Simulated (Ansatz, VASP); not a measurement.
**WSe2 in VASP and in Ansatz**

```
W Se
1.0
     3.27071    0.00000    0.00000
    -1.63535    2.83251    0.00000
     0.00000    0.00000   13.22414
W Se
2 4
Direct
  0.66667 0.33333 0.25000
  0.33333 0.66667 0.75000
  0.33333 0.66667 0.37662
  0.66667 0.33333 0.87662
  0.33333 0.66667 0.12338
  0.66667 0.33333 0.62338
```

Alike in both runs: functional PBEsol; k mesh 12 × 12 × 2; occupations gaussian, width 0.02 eV; no spin polarisation.

Ansatz relaxed the structure, and its values are those at the end. VASP's run is a single point on that final structure, the one shown.

```csv
,VASP,Ansatz
version,VASP 6.6.1,Ansatz 0.2.0
potentials or method,"VASP PAW PBE potentials, release 64 (W_sv, Se), cutoff 520 eV","scalar-relativistic, plane waves, PAW"
valence electrons in the cell,52,92
```

Ansatz gave:

| Quantity | Value |
| --- | --- |
| gap on the k mesh at the Fermi level (eV) | 1.04 |
| least direct gap on the mesh (eV) | 1.60 |
| pressure (GPa) | 0.0 |
| rms of the force components (eV/Å) | 0.001 |

Question: What did VASP give for the same quantities?

Answer: gap on the k mesh at the Fermi level (eV): 1.04; least direct gap on the mesh (eV): 1.59; pressure (GPa): 0.4; rms of the force components (eV/Å): 0.028.

VASP's potentials were made for PBE, not for PBEsol. VASP's potentials hold 52 valence electrons a cell and Ansatz's 92, so a difference there can come from the potentials and not from the codes.

Spin-orbit coupling is off throughout.
